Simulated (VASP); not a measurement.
# Mg (P6/mmm) in VASP: further runs

Runs on Mg. Level: LDA. Tasks: single point.

Everything below comes from runs of VASP 6.6.1. Logs are shortened: lines on timing, memory, paths and dates and some standing lists are left out, and cuts for length are marked.

**1. The cell of the first run**

It takes space group P6/mmm (No. 191, hexagonal). The conventional cell has a = 3.005 Å, b = 3.005 Å, c = 2.999 Å, α = 90.00°, β = 90.00°, γ = 120.00°. Mg (site symmetry 6/mmm) has 8 Mg at 3.00 Å within 3.9 Å.

This isn't the form of Mg at room conditions, which is hcp.

**2. Single point, LDA (strain -0.015 along x and y, -0.015 along z)**

The input, INCAR:

```
SYSTEM = Mg
  PREC = Accurate
  ENCUT = 520
  EDIFF = 1E-6
  ISMEAR = 0
  SIGMA = 0.15
  LREAL = .False.
  LASPH = .True.
  NELM = 80
  ALGO = Normal
  ISIF = 2
  LWAVE = .False.
  LCHARG = .False.
  NBANDS = 7
```

The input, KPOINTS:

```
Automatic mesh
0
Gamma
  18 18 16
  0 0 0
```

The input, POSCAR:

```
Mg
1.0
    3.0045453035      0.0000000000      0.0000000000
   -1.5022726518      2.6020125596      0.0000000000
    0.0000000000      0.0000000000      2.9991650064
Mg
1
Direct
    0.0000000000      0.0000000000      0.0000000000
```

Potentials or basis: VASP PAW LDA potentials, release 64 (Mg).

Launch:

```sh
cat potpaw_LDA.64/Mg/POTCAR > POTCAR
mpirun -np 1 vasp_std > vasp.out
```

OUTCAR:

```text
SYSTEM = Mg
   PREC = Accurate
   ENCUT = 520
   EDIFF = 1E-6
   ISMEAR = 0
   LREAL = .False.
   LASPH = .True.
   NELM = 80
   ISIF = 2

 ion  position               nearest neighbor table
   1  0.000  0.000  0.000-

  LATTYP: Found a hexagonal cell.
 ALAT       =     3.0045453035
 C/A-ratio  =     0.9982092808

  Lattice vectors:

 A1 = (   3.0045453035,   0.0000000000,   0.0000000000)
 A2 = (  -1.5022726518,   2.6020125596,   0.0000000000)
 A3 = (   0.0000000000,   0.0000000000,   2.9991650064)

Analysis of symmetry for initial positions (statically):
=====================================================================
 Subroutine PRICEL returns:
 Original cell was already a primitive cell.

 Routine SETGRP: Setting up the symmetry group for a
 hexagonal supercell.

 Subroutine GETGRP returns: Found 24 space group operations
 (whereof 24 operations were pure point group operations)
 out of a pool of 24 trial point group operations.

The static configuration has the point symmetry D_6h.

Analysis of symmetry for dynamics (positions and initial velocities):
=====================================================================
 Subroutine PRICEL returns:
 Original cell was already a primitive cell.

 Routine SETGRP: Setting up the symmetry group for a
 hexagonal supercell.

 Subroutine GETGRP returns: Found 24 space group operations
 (whereof 24 operations were pure point group operations)
 out of a pool of 24 trial point group operations.

The dynamic configuration has the point symmetry D_6h.

 Subroutine INISYM returns: Found 24 space group operations
 (whereof 24 operations are pure point group operations),
 and found     1 'primitive' translations

----------------------------------------------------------------------------------------

                                     Primitive cell

  volume of cell :      23.4471

  direct lattice vectors                    reciprocal lattice vectors
     3.004545304  0.000000000  0.000000000     0.332829064  0.192158949  0.000000000
    -1.502272652  2.602012560  0.000000000     0.000000000  0.384317899  0.000000000
     0.000000000  0.000000000  2.999165006     0.000000000  0.000000000  0.333426136

  length of vectors
     3.004545304  3.004545303  2.999165006     0.384317899  0.384317899  0.333426136

  position of ions in fractional coordinates (direct lattice)
     0.000000000  0.000000000  0.000000000

  ion indices of the primitive-cell ions
   primitive index   ion index
                 1           1

----------------------------------------------------------------------------------------

 KPOINTS: Automatic mesh

Automatic generation of k-mesh.
 Grid dimensions read from file:
 generate k-points for:   18   18   16

 Generating k-lattice:

  Cartesian coordinates                     Fractional coordinates (reciprocal lattice)
     0.018490504  0.010675497  0.000000000     0.055555556  0.000000000  0.000000000
     0.000000000  0.021350994  0.000000000     0.000000000  0.055555556  0.000000000
     0.000000000  0.000000000  0.020839134     0.000000000  0.000000000  0.062500000

  Length of vectors
     0.021350994  0.021350994  0.020839134

  Shift w.r.t. Gamma in fractional coordinates (k-lattice)
     0.000000000  0.000000000  0.000000000

 Subroutine IBZKPT returns following result:
 ===========================================

 Found    333 irreducible k-points:

 Following reciprocal coordinates:
            Coordinates               Weight
  0.000000  0.000000  0.000000      1.000000
  0.055556  0.000000  0.000000      6.000000
  0.111111  0.000000  0.000000      6.000000
  0.166667  0.000000  0.000000      6.000000
  0.222222  0.000000  0.000000      6.000000
  0.277778  0.000000  0.000000      6.000000
[... 16 lines left out ...]
  0.333333  0.111111  0.000000     12.000000
  0.388889  0.111111  0.000000     12.000000
 [... further k-points ...]
   k-points           NKPTS =    333   k-points in BZ     NKDIM =    333   number of bands    NBANDS=      7
   number of dos      NEDOS =    301   number of ions     NIONS =      1
   total plane-waves  NPLWV =  13824
   dimension x,y,z NGX =    24 NGY =   24 NGZ =   24
   dimension x,y,z NGXF=    48 NGYF=   48 NGZF=   48
   ions per type =               1
   NGX,Y,Z   is equivalent  to a cutoff of  13.28, 13.28, 13.30 a.u.
   NGXF,Y,Z  is equivalent  to a cutoff of  26.56, 26.56, 26.61 a.u.
 SYSTEM =  Mg
   PREC   = accura    normal or accurate (medium, high low for compatibility)
   ISTART =      0    job   : 0-new  1-cont  2-samecut
   ICHARG =      2    charge: 1-file 2-atom 10-const
   ISPIN  =      1    spin polarized calculation?
   LNONCOLLINEAR =      F non collinear calculations
   LSORBIT =      F    spin-orbit coupling
   LASPH  =      T    aspherical Exc in radial PAW
   ENCUT  =  520.0 eV  38.22 Ry    6.18 a.u.   5.59  5.59  5.58*2*pi/ulx,y,z
   NELM   =     80;   NELMIN=  2; NELMDL= -5     # of ELM steps
   EDIFF  = 0.1E-05   stopping-criterion for ELM
   LREAL  =      F    real-space projection
   EDIFFG = 0.1E-04   stopping-criterion for IOM
   NSW    =      0    number of steps for IOM
   IBRION =     -1    ionic relax: 0-MD 1-quasi-New 2-CG
   NFREE  =      0    steps in history (QN), initial steepest desc. (CG)
   ISIF   =      2    stress and relaxation
   ISYM   =      2    0-nonsym 1-usesym 2-fastsym
   POTIM  = 0.5000    time-step for ionic-motion
   TEBEG  =    0.0;   TEEND  =   0.0 temperature during run
   PSTRESS=    0.0 pullay stress
   NELECT =       2.0000    total number of electrons
   NUPDOWN=      -1.0000    fix difference up-down
   EMIN   =  10.00;   EMAX   =-10.00  energy-range for DOS
   EFERMI =   0.00;   METHOD = LEGACY
   ISMEAR =     0;   SIGMA  =   0.15  broadening in eV -4-tet -1-fermi 0-gaus
   EFERMI_NEDOS =   21; number of points for ismear=-14 and -15
   IALGO  =     38    algorithm
   IMIX   =      4    mixing-type and parameters
     AMIX     =   0.40;   BMIX     =  1.00
     AMIX_MAG =   1.60;   BMIX_MAG =  1.00
  volume/ion in A,a.u.               =      23.45       158.23
  Fermi-wavevector in a.u.,A,eV,Ry     =   0.720646  1.361824  7.065923  0.519331
  Thomas-Fermi vector in A             =   1.810151
   LORBIT       =      0    0 simple, 1 ext, 2 COOP (PROOUT), +10 PAW based schemes
   GGA     = CA    functional components
   LHFCALC =     F    Hartree Fock is set to
   AEXX    =    0.0000 exact exchange contribution
   IVDW    =     0    specifies the selected vdW correction
   LEPSILON=     F    determine dielectric tensor
   LRPA    =     F    only Hartree local field effects (RPA)
 non-spin polarized calculation
 Gauss-broadening in eV      SIGMA  =   0.15
  energy-cutoff  :      520.00
  volume of cell :       23.45
 maximum number of plane-waves:       653
 NGX is ok and might be reduce to    24
   NGX = 11   NGY = 11   NGZ = 11

 number of electron       2.0000000 magnetization

 Free energy of the ion-electron system (eV)
  ---------------------------------------------------
  ext. energy  EPLUGINS =         0.00000000
  ---------------------------------------------------
  free energy    TOTEN  =        -1.57212532 eV

  energy without entropy =       -1.56731608  energy(sigma->0) =       -1.56972070

 E-fermi :   2.3307     XC(G=0):  -8.5860

 val. band max:        2.3158796120   @ k =   0.3889   0.0556   0.4375
 cond. band min:       2.3584558448   @ k =   0.4444   0.1111   0.3125
 fundamental gap:      0.0425762329
 Fermi energy:         2.3306522666

 k-point     1 :       0.0000    0.0000    0.0000
  band No.  band energies     occupation
      1      -4.4891      2.00000
      2      10.4750      0.00000
      3      11.2855      0.00000
      4      15.1397      0.00000
      5      15.1397      0.00000
      6      16.3093      0.00000
      7      16.3093      0.00000

 k-point     2 :       0.0556    0.0000    0.0000
  band No.  band energies     occupation
      1      -4.4204      2.00000
      2      10.4669      0.00000
      3      11.3417      0.00000
      4      13.9548      0.00000
      5      14.6094      0.00000
      6      16.3291      0.00000
      7      16.9552      0.00000

 k-point     3 :       0.1111    0.0000    0.0000
  band No.  band energies     occupation
      1      -4.2146      2.00000
      2      10.3488      0.00000
      3      11.5103      0.00000
      4      12.3172      0.00000
      5      13.8396      0.00000
      6      15.9432      0.00000
      7      18.0709      0.00000

 k-point     4 :       0.1667    0.0000    0.0000
  band No.  band energies     occupation
      1      -3.8727      2.00000
      2       9.5841      0.00000
      3      11.3384      0.00000
      4      11.7917      0.00000
      5      13.1376      0.00000
      6      15.5424      0.00000
      7      19.3467      0.00000

 k-point     5 :       0.2222    0.0000    0.0000
  band No.  band energies     occupation
      1      -3.3961      2.00000
      2       8.0877      0.00000
      3      11.1327      0.00000
      4      12.1861      0.00000
      5      12.5363      0.00000
      6      15.3241      0.00000
      7      20.7436      0.00000
[... 161 lines left out ...]
 k-point    22 :       0.2778    0.1111    0.0000
  band No.  band energies     occupation
      1      -1.8481      2.00000
      2       5.1338      0.00000
      3       8.4612      0.00000
      4      13.4858      0.00000
      5      13.6190      0.00000
      6      16.6589      0.00000
      7      19.7068      0.00000

 k-point    23 :       0.3333    0.1111    0.0000
  band No.  band energies     occupation
      1      -0.9857      2.00000
      2       3.6969      0.00000
      3       8.1850      0.00000
      4      13.8436      0.00000
      5      14.2173      0.00000
      6      16.8897      0.00000
      7      18.4237      0.00000

 k-point    24 :       0.3889    0.1111    0.0000
  band No.  band energies     occupation
      1      -0.0062      2.00000
      2       2.3703      0.70865
      3       8.0158      0.00000
      4      13.9511      0.00000
      5      15.0409      0.00000
      6      17.2623      0.00000
      7      17.3837      0.00000

 [... further k-points ...]

------------------------ aborting loop because EDIFF is reached ----------------------------------------

  FORCE on cell =-STRESS in cart. coord.  units (eV):
  Direction    XX          YY          ZZ          XY          YZ          ZX
  --------------------------------------------------------------------------------------
  -------------------------------------------------------------------------------------
  Total        0.1226248      0.1226248      0.0281530     -0.0000000     -0.0000000      0.0000000
  in kB        8.3791571      8.3791571      1.9237383     -0.0000000     -0.0000000      0.0000000
  external PRESSURE =       6.2273508 kB  Pullay stress =       0.0000000 kB

 VOLUME and BASIS-vectors are now :
 -----------------------------------------------------------------------------
  energy-cutoff  :      520.00
  volume of cell :       23.45
      direct lattice vectors                 reciprocal lattice vectors
     3.004545304  0.000000000  0.000000000     0.332829064  0.192158949  0.000000000
    -1.502272652  2.602012560  0.000000000     0.000000000  0.384317899  0.000000000
     0.000000000  0.000000000  2.999165006     0.000000000  0.000000000  0.333426136

 POSITION                                       TOTAL-FORCE (eV/Angst)
 -----------------------------------------------------------------------------------
      0.00000      0.00000      0.00000         0.000000      0.000000      0.000000
 -----------------------------------------------------------------------------------
    total drift:                                0.000000      0.000000     -0.000000

  FREE ENERGIE OF THE ION-ELECTRON SYSTEM (eV)
  ---------------------------------------------------
  free  energy   TOTEN  =        -1.5721253205 eV

  energy  without entropy=       -1.5673160773  energy(sigma->0) =       -1.56972070
```

Wall time 44 s (1 thread of AMD EPYC 7R13, shared host); peak memory 0.14 GiB.

Results:

```
Free energy            : -1.5721 eV
Pressure               : 0.6 GPa
Band gap on the k mesh : zero (bands 1 and 2 overlap by 5.53 eV)
```

Levels at points of the mesh, in eV from the Fermi level:
```csv
k point,band 1,band 2,band 3,band 4
"(0.00, 0.00, 0.00)",-6.82,8.14,8.95,12.81
"(0.50, 0.00, 0.00)",-1.61,-1.19,8.40,8.83
"(0.00, 0.00, 0.50)",-3.04,-2.41,14.99,14.99
"(0.50, 0.00, 0.50)",1.52,2.46,3.09,3.14
```

Caveat: the cell differs from its parent crystal (strain -0.015 along x and y, -0.015 along z).

**3. Single point, LDA (strain -0.030 along x and y, +0.030 along z)**

The input, INCAR:

```
PREC = Accurate
ENCUT = 520
EDIFF = 1E-7
ISMEAR = 0
SIGMA = 0.15
LREAL = False
LASPH = True
NELM = 60
ALGO = Normal
ISIF = 2
LWAVE = False
LCHARG = False
NBANDS = 7
```

The input, KPOINTS:

```
Automatic mesh
0
Gamma
  18 18 16
```

The input, POSCAR:

```
Mg
1.0
    2.9587908065      0.0000000000      0.0000000000
   -1.4793954033      2.5623880029      0.0000000000
    0.0000000000      0.0000000000      3.1361826971
Mg
1
Direct
    0.0000000000      0.0000000000      0.0000000000
```

Potentials or basis: VASP PAW LDA potentials, release 64 (Mg).

Launch:

```sh
cat potpaw_LDA.64/Mg/POTCAR > POTCAR
mpirun -np 1 vasp_std > vasp.out
```

OUTCAR:

```text
PREC = Accurate
   ENCUT = 520
   EDIFF = 1E-7
   ISMEAR = 0
   LREAL = False
   LASPH = True
   NELM = 60
   ISIF = 2

 ion  position               nearest neighbor table
   1  0.000  0.000  0.000-

  LATTYP: Found a hexagonal cell.
 ALAT       =     2.9587908065
 C/A-ratio  =     1.0599541847

  Lattice vectors:

 A1 = (   2.9587908065,   0.0000000000,   0.0000000000)
 A2 = (  -1.4793954033,   2.5623880029,   0.0000000000)
 A3 = (   0.0000000000,   0.0000000000,   3.1361826971)

Analysis of symmetry for initial positions (statically):
=====================================================================
 Subroutine PRICEL returns:
 Original cell was already a primitive cell.

 Routine SETGRP: Setting up the symmetry group for a
 hexagonal supercell.

 Subroutine GETGRP returns: Found 24 space group operations
 (whereof 24 operations were pure point group operations)
 out of a pool of 24 trial point group operations.

The static configuration has the point symmetry D_6h.

Analysis of symmetry for dynamics (positions and initial velocities):
[... 160 lines left out ...]
 val. band max:        2.2372601224   @ k =   0.3333   0.1111   0.5000
 cond. band min:       2.2476000146   @ k =   0.3889   0.1667   0.0625
 fundamental gap:      0.0103398922
 Fermi energy:         2.2392900374

 k-point     1 :       0.0000    0.0000    0.0000
  band No.  band energies     occupation
      1      -4.5130      2.00000
      2       9.6144      0.00000
      3       9.8521      0.00000
      4      15.5756      0.00000
      5      15.5756      0.00000
      6      17.0591      0.00000
      7      17.0591      0.00000
[... 221 lines left out ...]
 k-point    24 :       0.3889    0.1111    0.0000
  band No.  band energies     occupation
      1       0.0944      2.00000
      2       2.5597      0.00252
      3       8.3389      0.00000
      4      13.7886      0.00000
      5      14.0570      0.00000
      6      16.0913      0.00000
      7      16.4820      0.00000

 [... further k-points ...]

------------------------ aborting loop because EDIFF is reached ----------------------------------------

  FORCE on cell =-STRESS in cart. coord.  units (eV):
  Direction    XX          YY          ZZ          XY          YZ          ZX
  --------------------------------------------------------------------------------------
  -------------------------------------------------------------------------------------
  Total        0.3481698      0.3481698     -0.3060023     -0.0000000     -0.0000000     -0.0000000
  in kB       23.4607119     23.4607119    -20.6193376     -0.0000000     -0.0000000     -0.0000000
  external PRESSURE =       8.7673620 kB  Pullay stress =       0.0000000 kB

 VOLUME and BASIS-vectors are now :
 -----------------------------------------------------------------------------
  energy-cutoff  :      520.00
  volume of cell :       23.78
      direct lattice vectors                 reciprocal lattice vectors
     2.958790807  0.000000000  0.000000000     0.337975905  0.195130480  0.000000000
    -1.479395403  2.562388003  0.000000000     0.000000000  0.390260959  0.000000000
     0.000000000  0.000000000  3.136182697     0.000000000  0.000000000  0.318858975

 POSITION                                       TOTAL-FORCE (eV/Angst)
 -----------------------------------------------------------------------------------
      0.00000      0.00000      0.00000        -0.000000      0.000000      0.000000
 -----------------------------------------------------------------------------------
    total drift:                                0.000000      0.000000     -0.000000

  FREE ENERGIE OF THE ION-ELECTRON SYSTEM (eV)
  ---------------------------------------------------
  free  energy   TOTEN  =        -1.5581894663 eV

  energy  without entropy=       -1.5530105782  energy(sigma->0) =       -1.55560002
```

It took 43 s on 1 thread of AMD EPYC 7R13, shared host; peak memory 0.14 GiB.

Results:

| Property | Result |
| --- | --- |
| Free energy | -1.5582 eV |
| Pressure | 0.9 GPa |
| Band gap on the k mesh | zero (bands 1 and 2 overlap by 5.37 eV) |

Levels at points of the mesh, in eV from the Fermi level:
```csv
k point,band 1,band 2,band 3,band 4
"(0.00, 0.00, 0.00)",-6.75,7.38,7.61,13.34
"(0.50, 0.00, 0.00)",-1.45,-0.89,8.69,9.41
"(0.00, 0.00, 0.50)",-3.48,-2.49,15.10,15.10
"(0.50, 0.00, 0.50)",1.23,2.62,2.88,3.13
```

Caveat: the cell differs from its parent crystal (strain -0.030 along x and y, +0.030 along z).

**4. Single point, LDA (strain +0.000 along x and y, -0.030 along z)**

The input, INCAR:

```
SYSTEM = Mg
PREC     = Accurate       ! precision mode
ENCUT    = 520            ! plane-wave cutoff, eV
EDIFF    = 1E-6           ! SCF threshold, eV
ISMEAR   = 0              ! smearing method
SIGMA    = 0.15           ! smearing width, eV
LREAL    = .False.        ! projectors in reciprocal space
LASPH    = .True.         ! aspherical terms in the spheres
NELM     = 80             ! most SCF steps
ALGO     = Normal         ! electronic algorithm
ISIF     = 2              ! what is computed and relaxed
LWAVE    = .False.        ! write WAVECAR
LCHARG   = .False.        ! write CHGCAR
NBANDS   = 7              ! bands
```

The input, KPOINTS:

```
Automatic mesh
0
Gamma
  18 18 16
  0 0 0
```

The input, POSCAR:

```
Mg
1.0
    3.0502998005      0.0000000000      0.0000000000
   -1.5251499003      2.6416371164      0.0000000000
    0.0000000000      0.0000000000      2.9534924429
Mg
1
Direct
    0.0000000000      0.0000000000      0.0000000000
```

Launch:

```sh
cat potpaw_LDA.64/Mg/POTCAR > POTCAR
mpirun -np 1 vasp_std > vasp.out
```

It took 41 s on 1 thread of AMD EPYC 7R13, shared host; peak memory 0.14 GiB.

It converged, with:

```yaml
Free_energy: -1.5709 eV
Pressure: 0.0 GPa
Band_gap_on_the_k_mesh: zero (bands 1 and 2 overlap by 5.53 eV)
```

Stress tensor (GPa, compression positive):
```
-0.65  0.00  0.00
 0.00 -0.65  0.00
 0.00  0.00  1.19
```

Levels at points of the mesh, in eV from the Fermi level:
```tsv
k point	band 1	band 2	band 3	band 4	band 5	band 6
(0.00, 0.00, 0.00)	-6.76	8.44	9.54	12.41	12.41	13.32
(0.50, 0.00, 0.00)	-1.65	-1.34	8.15	8.41	13.63	14.41
(0.00, 0.00, 0.50)	-2.78	-2.30	14.78	14.78	15.93	15.93
(0.50, 0.00, 0.50)	1.67	2.35	3.10	3.21	11.84	12.18
```

Caveat: the cell differs from its parent crystal (strain +0.000 along x and y, -0.030 along z).

**5. The runs side by side**

```csv
cell,gap on the mesh (eV),pressure (GPa)
"a = 3.005, b = 3.005, c = 2.999 Å, angles 90.0, 90.0, 120.0°, 1 atom",none,0.6
"a = 2.959, b = 2.959, c = 3.136 Å, angles 90.0, 90.0, 120.0°, 1 atom",none,0.9
"a = 3.050, b = 3.050, c = 2.953 Å, angles 90.0, 90.0, 120.0°, 1 atom",none,0.0
```

Alike in all rows: task single point; level LDA; potentials or basis VASP PAW LDA potentials, release 64 (Mg); no spin polarisation; k mesh 18 × 18 × 16; cutoff (eV) 520; smearing gaussian 0.15 eV.

Total energies depend on the potentials used, so only differences within one code and one set of settings carry meaning.
